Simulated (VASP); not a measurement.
**ZnSe: vibrations by perturbation theory with LDA**

Crystal: ZnSe.

```
Zn Se
1.0
     2.68453    2.68453    0.00000
    -2.68453    2.68453    0.00000
     0.00000    2.68453    2.68453
Zn Se
1 1
Direct
  0.00000 0.00000 0.00000
  0.75000 0.25000 0.50000
```

- Program: VASP 6.6.1
- Task: vibrations by perturbation theory
- Functional: LDA
- Potentials or basis: VASP PAW LDA potentials, release 64 (Zn, Se)
- Cutoff: 520 eV
- k mesh: 8 × 8 × 8
- Occupations: gaussian, width 0.01 eV
- Spin: no spin polarisation
- Dipole correction: no
- Further INCAR settings: ALGO = Normal; EDIFF = 1e-08; IBRION = 8; NSW = 1

| Quantity | Value |
| --- | --- |
| Highest phonon frequency at Γ, LO-TO splitting left out | 263 cm⁻¹ |

Phonon frequencies in cm⁻¹ (negative: imaginary):
```csv
q point,frequencies
"(0.000, 0.000, 0.000)",0 0 0 263 263 263
```

Run time: 3.4 min on 1 thread of Intel Xeon 8259CL, with other jobs on the host, peak memory 0.25 GiB.

Caveat: the cell stands under pressure or tension, which shifts response properties.
